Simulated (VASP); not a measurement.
A run of VASP 6.6.1:

File INCAR:

```
  PREC = Accurate
  ENCUT = 520
  EDIFF = 1E-7
  ISMEAR = -1
  SIGMA = 0.05
  LREAL = False
  LASPH = True
  NELM = 60
  ALGO = Normal
  ISIF = 2
  LWAVE = False
  LCHARG = False
  GGA = PS
  NBANDS = 7
```

File KPOINTS:

```
regular mesh
0
Gamma
  6 6 5
```

The input POSCAR:

```
Mg
1.0
    4.8267200000      0.0000000000      0.0000000000
   -2.4133600000      4.1800600000      0.0000000000
    0.0000000000      0.0000000000      4.5107000000
Mg
1
Direct
    0.0000000000      0.0000000000      0.5000000000
```

Potentials or basis: VASP PAW PBE potentials, release 64 (Mg).

Command:

```console
$ cat potpaw_PBE.64/Mg/POTCAR > POTCAR
$ mpirun -np 1 vasp_std > vasp.out
```

Hardware: 1 thread of AMD EPYC 7R13 Processor (Zen 3) (shared host).

Task: Estimate the wall time of this run.

Result: Run time: 15 s on 1 thread of AMD EPYC 7R13 Processor (Zen 3), on a shared host, peak memory 0.17 GiB. Counts: scf iterations 11, k points 21.
